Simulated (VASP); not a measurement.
# TiB2 (P6/mmm) in VASP: notebook

The runs below take TiB2 through single point, with PBEsol, r2SCAN.

Everything below comes from runs of VASP 6.6.1. Logs are shortened: lines on timing, memory, paths and dates and some standing lists are left out, and cuts for length are marked.

**1. The cell of the first run**

Symmetry: P6/mmm, No. 191, hexagonal system. The conventional cell has a = 3.069 Å, b = 3.069 Å, c = 3.271 Å, α = 90.00°, β = 90.00°, γ = 120.00°. Within 3.2 Å of Ti (site symmetry 6/mmm) lie 12 B at 2.41 Å and 6 Ti at 3.07 Å. B (site symmetry -6m2) has 3 B at 1.77 Å within 2.4 Å.

**2. Single point, PBEsol**

File INCAR:

```
SYSTEM = TiB2
ALGO     = Normal         ! electronic algorithm
EDIFF    = 1E-6           ! SCF threshold, eV
ENCUT    = 520            ! plane-wave cutoff, eV
GGA      = PS             ! functional
ISIF     = 2              ! what is computed and relaxed
ISMEAR   = -1             ! smearing method
LASPH    = .True.         ! aspherical terms in the spheres
LCHARG   = .False.        ! write CHGCAR
LREAL    = .False.        ! projectors in reciprocal space
LWAVE    = .False.        ! write WAVECAR
NBANDS   = 16             ! bands
NELM     = 80             ! most SCF steps
PREC     = Accurate       ! precision mode
SIGMA    = 0.05           ! smearing width, eV
```

File KPOINTS:

```
k-points
0
Gamma
  10 10 8
  0 0 0
```

File POSCAR:

```
TiB2
1.0
    3.0690624661      0.0000000000      0.0000000000
   -1.5345312330      2.6578860614      0.0000000000
    0.0000000000      0.0000000000      3.2708838193
Ti B
1 2
Direct
    0.0000000000      0.0000000000      0.0000000000
    0.6666666667      0.3333333333      0.5000000000
    0.3333333333      0.6666666667      0.5000000000
```

Potentials or basis: VASP PAW PBE potentials, release 64 (Ti_sv, B).

Started as:

```console
cat potpaw_PBE.64/Ti_sv/POTCAR potpaw_PBE.64/B/POTCAR > POTCAR
mpirun -np 1 vasp_std > vasp.out
```

OUTCAR:

```text
SYSTEM = TiB2
   EDIFF = 1E-6
   ENCUT = 520
   GGA = PS
   ISIF = 2
   ISMEAR = -1
   LASPH = .True.
   LREAL = .False.
   NELM = 80
   PREC = Accurate

 ion  position               nearest neighbor table
   1  0.000  0.000  0.000-   2 2.41   3 2.41   2 2.41   3 2.41   3 2.41   3 2.41   2 2.41   2 2.41
                             2 2.41   2 2.41   3 2.41   3 2.41
   2  0.667  0.333  0.500-   3 1.77   3 1.77   3 1.77   1 2.41   1 2.41   1 2.41   1 2.41   1 2.41
                             1 2.41
   3  0.333  0.667  0.500-   2 1.77   2 1.77   2 1.77   1 2.41   1 2.41   1 2.41   1 2.41   1 2.41
                             1 2.41

  LATTYP: Found a hexagonal cell.
 ALAT       =     3.0690624661
 C/A-ratio  =     1.0657599366

  Lattice vectors:

 A1 = (   3.0690624661,   0.0000000000,   0.0000000000)
 A2 = (  -1.5345312330,   2.6578860614,   0.0000000000)
 A3 = (   0.0000000000,   0.0000000000,   3.2708838193)

Analysis of symmetry for initial positions (statically):
=====================================================================
 Subroutine PRICEL returns:
 Original cell was already a primitive cell.

 Routine SETGRP: Setting up the symmetry group for a
 hexagonal supercell.

 Subroutine GETGRP returns: Found 24 space group operations
 (whereof 24 operations were pure point group operations)
 out of a pool of 24 trial point group operations.

The static configuration has the point symmetry D_6h.

Analysis of symmetry for dynamics (positions and initial velocities):
=====================================================================
 Subroutine PRICEL returns:
 Original cell was already a primitive cell.

 Routine SETGRP: Setting up the symmetry group for a
 hexagonal supercell.

 Subroutine GETGRP returns: Found 24 space group operations
 (whereof 24 operations were pure point group operations)
 out of a pool of 24 trial point group operations.

The dynamic configuration has the point symmetry D_6h.

 Subroutine INISYM returns: Found 24 space group operations
 (whereof 24 operations are pure point group operations),
 and found     1 'primitive' translations

----------------------------------------------------------------------------------------

                                     Primitive cell

  volume of cell :      26.6813

  direct lattice vectors                    reciprocal lattice vectors
     3.069062466  0.000000000  0.000000000     0.325832404  0.188119426  0.000000000
    -1.534531233  2.657886061  0.000000000     0.000000000  0.376238852  0.000000000
     0.000000000  0.000000000  3.270883819     0.000000000  0.000000000  0.305727765

  length of vectors
     3.069062466  3.069062466  3.270883819     0.376238852  0.376238852  0.305727765

  position of ions in fractional coordinates (direct lattice)
     0.000000000  0.000000000  0.000000000
     0.666666667  0.333333333  0.500000000
     0.333333333  0.666666667  0.500000000

  ion indices of the primitive-cell ions
   primitive index   ion index
                 1           1
                 2           2
                 3           3

----------------------------------------------------------------------------------------

 KPOINTS: k-points

Automatic generation of k-mesh.
 Grid dimensions read from file:
 generate k-points for:   10   10    8

 Generating k-lattice:

  Cartesian coordinates                     Fractional coordinates (reciprocal lattice)
     0.032583240  0.018811943  0.000000000     0.100000000  0.000000000  0.000000000
     0.000000000  0.037623885  0.000000000     0.000000000  0.100000000  0.000000000
     0.000000000  0.000000000  0.038215971     0.000000000  0.000000000  0.125000000

  Length of vectors
     0.037623885  0.037623885  0.038215971

  Shift w.r.t. Gamma in fractional coordinates (k-lattice)
     0.000000000  0.000000000  0.000000000

 Subroutine IBZKPT returns following result:
 ===========================================

 Found     70 irreducible k-points:

 Following reciprocal coordinates:
            Coordinates               Weight
  0.000000  0.000000  0.000000      1.000000
  0.100000  0.000000  0.000000      6.000000
  0.200000  0.000000  0.000000      6.000000
  0.300000  0.000000  0.000000      6.000000
  0.400000  0.000000  0.000000      6.000000
  0.500000  0.000000  0.000000      3.000000
[... 16 lines left out ...]
  0.300000  0.100000  0.125000     24.000000
  0.400000  0.100000  0.125000     24.000000
 [... further k-points ...]
   k-points           NKPTS =     70   k-points in BZ     NKDIM =     70   number of bands    NBANDS=     16
   number of dos      NEDOS =    301   number of ions     NIONS =      3
   total plane-waves  NPLWV =  13824
   dimension x,y,z NGX =    24 NGY =   24 NGZ =   24
   dimension x,y,z NGXF=    48 NGYF=   48 NGZF=   48
   ions per type =               1   2
   NGX,Y,Z   is equivalent  to a cutoff of  13.00, 13.00, 12.20 a.u.
   NGXF,Y,Z  is equivalent  to a cutoff of  26.00, 26.00, 24.40 a.u.
 SYSTEM =  TiB2
   PREC   = accura    normal or accurate (medium, high low for compatibility)
   ISTART =      0    job   : 0-new  1-cont  2-samecut
   ICHARG =      2    charge: 1-file 2-atom 10-const
   ISPIN  =      1    spin polarized calculation?
   LNONCOLLINEAR =      F non collinear calculations
   LSORBIT =      F    spin-orbit coupling
   LASPH  =      T    aspherical Exc in radial PAW
   ENCUT  =  520.0 eV  38.22 Ry    6.18 a.u.   5.71  5.71  6.08*2*pi/ulx,y,z
   NELM   =     80;   NELMIN=  2; NELMDL= -5     # of ELM steps
   EDIFF  = 0.1E-05   stopping-criterion for ELM
   LREAL  =      F    real-space projection
   EDIFFG = 0.1E-04   stopping-criterion for IOM
   NSW    =      0    number of steps for IOM
   IBRION =     -1    ionic relax: 0-MD 1-quasi-New 2-CG
   NFREE  =      0    steps in history (QN), initial steepest desc. (CG)
   ISIF   =      2    stress and relaxation
   ISYM   =      2    0-nonsym 1-usesym 2-fastsym
   POTIM  = 0.5000    time-step for ionic-motion
   TEBEG  =    0.0;   TEEND  =   0.0 temperature during run
   PSTRESS=    0.0 pullay stress
   NELECT =      18.0000    total number of electrons
   NUPDOWN=      -1.0000    fix difference up-down
   EMIN   =  10.00;   EMAX   =-10.00  energy-range for DOS
   EFERMI =   0.00;   METHOD = LEGACY
   ISMEAR =    -1;   SIGMA  =   0.05  broadening in eV -4-tet -1-fermi 0-gaus
   EFERMI_NEDOS =   21; number of points for ismear=-14 and -15
   IALGO  =     38    algorithm
   IMIX   =      4    mixing-type and parameters
     AMIX     =   0.40;   BMIX     =  1.00
     AMIX_MAG =   1.60;   BMIX_MAG =  1.00
  volume/ion in A,a.u.               =       8.89        60.02
  Fermi-wavevector in a.u.,A,eV,Ry     =   1.435809  2.713285 28.049047  2.061547
  Thomas-Fermi vector in A             =   2.555066
   LORBIT       =      0    0 simple, 1 ext, 2 COOP (PROOUT), +10 PAW based schemes
   GGA     = PS    functional components
   LHFCALC =     F    Hartree Fock is set to
   AEXX    =    0.0000 exact exchange contribution
   IVDW    =     0    specifies the selected vdW correction
   LEPSILON=     F    determine dielectric tensor
   LRPA    =     F    only Hartree local field effects (RPA)
 non-spin polarized calculation
  energy-cutoff  :      520.00
  volume of cell :       26.68
 maximum number of plane-waves:       736
 NGX is ok and might be reduce to    24
   NGX = 11   NGY = 11   NGZ = 13

 number of electron      18.0000001 magnetization

 Free energy of the ion-electron system (eV)
  ---------------------------------------------------
  ext. energy  EPLUGINS =         0.00000000
  ---------------------------------------------------
  free energy    TOTEN  =       -25.71898295 eV

  energy without entropy =      -25.71255962  energy(sigma->0) =      -25.71577128

 E-fermi :   9.4176     XC(G=0): -12.6837

 val. band max:        9.3928405307   @ k =   0.2000   0.2000   0.1250
 cond. band min:       9.4201395292   @ k =   0.3000   0.2000   0.0000
 fundamental gap:      0.0272989985
 Fermi energy:         9.4175539312

 k-point     1 :       0.0000    0.0000    0.0000
  band No.  band energies     occupation
      1     -47.3145      2.00000
      2     -23.7579      2.00000
      3     -23.4719      2.00000
      4     -23.4719      2.00000
      5      -3.7666      2.00000
      6       6.9734      2.00000
[... 8 lines left out ...]
     15      15.0846      0.00000
     16      16.1210      0.00000

 k-point     2 :       0.1000    0.0000    0.0000
  band No.  band energies     occupation
      1     -47.3101      2.00000
      2     -23.7522      2.00000
      3     -23.5069      2.00000
      4     -23.4799      2.00000
      5      -3.5800      2.00000
      6       6.4346      2.00000
[... 8 lines left out ...]
     15      16.1312      0.00000
     16      16.7298      0.00000

 k-point     3 :       0.2000    0.0000    0.0000
  band No.  band energies     occupation
      1     -47.2984      2.00000
      2     -23.7371      2.00000
      3     -23.5977      2.00000
      4     -23.5007      2.00000
      5      -3.0340      2.00000
      6       5.1276      2.00000
[... 8 lines left out ...]
     15      17.1142      0.00000
     16      18.1872      0.00000

 k-point     4 :       0.3000    0.0000    0.0000
  band No.  band energies     occupation
      1     -47.2838      2.00000
      2     -23.7184      2.00000
      3     -23.7081      2.00000
      4     -23.5264      2.00000
      5      -2.1651      2.00000
      6       3.5256      2.00000
[... 8 lines left out ...]
     15      16.4229      0.00000
     16      18.1970      0.00000

 k-point     5 :       0.4000    0.0000    0.0000
  band No.  band energies     occupation
      1     -47.2720      2.00000
      2     -23.7962      2.00000
      3     -23.7033      2.00000
      4     -23.5470      2.00000
      5      -1.0205      2.00000
      6       1.8904      2.00000
[... 8 lines left out ...]
     15      16.5711      0.00000
     16      17.6789      0.00000

 k-point     6 :       0.5000    0.0000    0.0000
  band No.  band energies     occupation
      1     -47.2675      2.00000
      2     -23.8295      2.00000
      3     -23.6975      2.00000
      4     -23.5549      2.00000
      5       0.3210      2.00000
      6       0.3789      2.00000
[... 8 lines left out ...]
     15      16.6770      0.00000
     16      17.2626      0.00000
[... 267 lines left out ...]
 k-point    21 :       0.1000    0.1000    0.1250
  band No.  band energies     occupation
      1     -47.3002      2.00000
      2     -23.7668      2.00000
      3     -23.5645      2.00000
      4     -23.4946      2.00000
      5      -3.0364      2.00000
      6       5.7152      2.00000
[... 8 lines left out ...]
     15      16.8565      0.00000
     16      17.0663      0.00000

 k-point    22 :       0.2000    0.1000    0.1250
  band No.  band energies     occupation
      1     -47.2871      2.00000
      2     -23.7491      2.00000
      3     -23.6583      2.00000
      4     -23.5239      2.00000
      5      -2.3538      2.00000
      6       4.3632      2.00000
[... 8 lines left out ...]
     15      17.1886      0.00000
     16      18.5165      0.00000

 k-point    23 :       0.3000    0.1000    0.1250
  band No.  band energies     occupation
      1     -47.2739      2.00000
      2     -23.7510      2.00000
      3     -23.7307      2.00000
      4     -23.5533      2.00000
      5      -1.3828      2.00000
      6       2.7985      2.00000
[... 8 lines left out ...]
     15      17.4083      0.00000
     16      18.8720      0.00000

 k-point    24 :       0.4000    0.1000    0.1250
  band No.  band energies     occupation
      1     -47.2658      2.00000
      2     -23.8068      2.00000
      3     -23.7201      2.00000
      4     -23.5715      2.00000
      5      -0.1731      2.00000
      6       1.2604      2.00000
[... 8 lines left out ...]
     15      17.6878      0.00000
     16      18.6922      0.00000

 [... further k-points ...]
[... 5 lines left out ...]
  --------------------------------------------------------------------------------------
  -------------------------------------------------------------------------------------
  Total       -2.2662277     -2.2662277     -2.2941864     -0.0000000     -0.0000000     -0.0000000
  in kB     -136.0839564   -136.0839564   -137.7628355     -0.0000000     -0.0000000     -0.0000000
  external PRESSURE =    -136.6435828 kB  Pullay stress =       0.0000000 kB

 VOLUME and BASIS-vectors are now :
 -----------------------------------------------------------------------------
  energy-cutoff  :      520.00
  volume of cell :       26.68
      direct lattice vectors                 reciprocal lattice vectors
     3.069062466  0.000000000  0.000000000     0.325832404  0.188119426  0.000000000
    -1.534531233  2.657886061  0.000000000     0.000000000  0.376238852  0.000000000
     0.000000000  0.000000000  3.270883819     0.000000000  0.000000000  0.305727765

 POSITION                                       TOTAL-FORCE (eV/Angst)
 -----------------------------------------------------------------------------------
      0.00000      0.00000      0.00000        -0.000000      0.000000      0.000000
      1.53453      0.88596      1.63544         0.000000      0.000000     -0.000000
     -0.00000      1.77192      1.63544         0.000000     -0.000000      0.000000
 -----------------------------------------------------------------------------------
    total drift:                               -0.000000      0.000000      0.000000

  FREE ENERGIE OF THE ION-ELECTRON SYSTEM (eV)
  ---------------------------------------------------
  free  energy   TOTEN  =       -25.7189829480 eV

  energy  without entropy=      -25.7125596166  energy(sigma->0) =      -25.71577128
```

Wall time 14 s (1 thread of Intel Xeon Platinum 8488C (Sapphire Rapids), shared host); peak memory 0.15 GiB.

What came out:

| Item | Value |
| --- | --- |
| Free energy | -25.7190 eV |
| Pressure | -13.7 GPa |
| Band gap on the k mesh | zero (band 9 reaches 9.83 eV, above the bottom of band 10 at 9.30 eV) |

Caveat: the PAW data sets were made with another functional, which shifts forces and pressure a little.

**3. Single point, r2SCAN**

This run uses another cell than the first one, of 8.04 Å³/atom, 0.904 times its volume.

File POSCAR:

```
TiB2
1.0
    2.9673622405      0.0000000000      0.0000000000
   -1.4836811203      2.5698110825      0.0000000000
    0.0000000000      0.0000000000      3.1624957934
Ti B
1 2
Direct
    0.0000000000      0.0000000000      0.0000000000
    0.6666666667      0.3333333333      0.5000000000
    0.3333333333      0.6666666667      0.5000000000
```

File INCAR.step1:

```
SYSTEM = TiB2
PREC = Accurate
ENCUT = 520
ISMEAR = -1
SIGMA = 0.05
LREAL = .False.
LASPH = .True.
NELM = 60
NBANDS = 16
GGA = PE
ALGO = Normal
EDIFF = 1E-4
LWAVE = .True.
LCHARG = .False.
```

File INCAR.step2:

```
SYSTEM = TiB2
PREC = Accurate
ENCUT = 520
EDIFF = 1E-6
ISMEAR = -1
SIGMA = 0.05
LREAL = .False.
LASPH = .True.
NELM = 60
ALGO = Normal
ISIF = 2
LWAVE = .False.
LCHARG = .True.
METAGGA = R2SCAN
LMIXTAU = .True.
LELF = .True.
LVHAR = .True.
NBANDS = 16
ISTART = 1
```

File KPOINTS:

```
regular mesh
0
Gamma
  10 10 8
  0 0 0
```

Potentials or basis: VASP PAW PBE potentials, release 64 (Ti_sv, B).

Started as:

```console
cat potpaw_PBE.64/Ti_sv/POTCAR potpaw_PBE.64/B/POTCAR > POTCAR
cp INCAR.step1 INCAR
mpirun -np 1 vasp_std > vasp.out
cp INCAR.step2 INCAR
mpirun -np 1 vasp_std > vasp.out
```

Wall time 56 s (1 thread of Intel Xeon Platinum 8488C (Sapphire Rapids), shared host); peak memory 0.15 GiB.

It converged, with:

* Free energy: -30.8853 eV
* Pressure: 17.9 GPa
* Band gap on the k mesh: zero (band 9 reaches 11.32 eV, above the bottom of band 10 at 10.61 eV)

Stress tensor (GPa, compression positive):
```
18.85  0.00  0.00
 0.00 18.85  0.00
 0.00  0.00 15.86
```

Levels at points of the mesh, in eV from the Fermi level:
```csv
k point,band 5,band 6,band 7,band 8,band 9,band 10,band 11,band 12,band 13,band 14
"(0.00, 0.00, 0.00)",-14.77,-2.85,-2.85,-2.56,-2.28,2.24,2.24,4.23,4.23,6.28
"(0.50, 0.00, 0.00)",-10.26,-10.08,-3.60,-3.58,-2.48,1.59,3.20,3.70,3.77,8.12
"(0.00, 0.00, 0.50)",-12.63,-8.34,-0.57,-0.57,-0.16,-0.16,0.57,0.57,2.01,7.19
"(0.50, 0.00, 0.50)",-10.75,-8.24,-5.14,-4.25,-3.45,2.95,3.41,5.17,5.26,5.97
```

Caveat: the PAW data sets were made with another functional, which shifts forces and pressure a little.

[end of part 1 of 3]
